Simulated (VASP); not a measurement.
Here is a VASP 6.6.1 calculation.

The input POSCAR:

```
Ru
1.0
    2.7059477279      0.0000000000      0.0000000000
   -1.3529738639      2.3434194737      0.0000000000
    0.0000000000      0.0000000000      4.2579056513
Ru
2
Direct
    0.3333333333      0.6666666667      0.2500000000
    0.6666666667      0.3333333333      0.7500000000
```

INCAR.step1

```
  PREC = Accurate
  ENCUT = 520
  ISMEAR = -1
  SIGMA = 0.1
  LREAL = False
  LASPH = True
  NELM = 80
  NBANDS = 21
  GGA = PE
  ALGO = Normal
  EDIFF = 1E-4
  LWAVE = True
  LCHARG = False
```

The input INCAR.step2:

```
  PREC = Accurate
  ENCUT = 520
  EDIFF = 1E-6
  ISMEAR = -1
  SIGMA = 0.1
  LREAL = False
  LASPH = True
  NELM = 80
  ALGO = Normal
  ISIF = 2
  LWAVE = False
  LCHARG = True
  METAGGA = R2SCAN
  LMIXTAU = True
  LELF = True
  LVHAR = True
  NBANDS = 21
  ISTART = 1
```

The input KPOINTS:

```
regular mesh
0
Gamma
  14 14 8
```

Potentials or basis: VASP PAW PBE potentials, release 64 (Ru_pv).

The run is started by

```bash
$ cat potpaw_PBE.64/Ru_pv/POTCAR > POTCAR
$ cp INCAR.step1 INCAR
$ mpirun -np 1 vasp_std > vasp.out
$ cp INCAR.step2 INCAR
$ mpirun -np 1 vasp_std > vasp.out
```

Task: What does it give for the band gap on the k mesh?

Result: Zero (band 14 reaches 14.51 eV, above the bottom of band 15 at 11.19 eV).

Task: Estimate the pressure.

Result: 1.6 GPa.

Stress tensor (GPa, compression positive):
```
1.30 0.00 0.00
0.00 1.30 0.00
0.00 0.00 2.27
```

Caveat: the PAW data sets were made with another functional, which shifts forces and pressure a little.
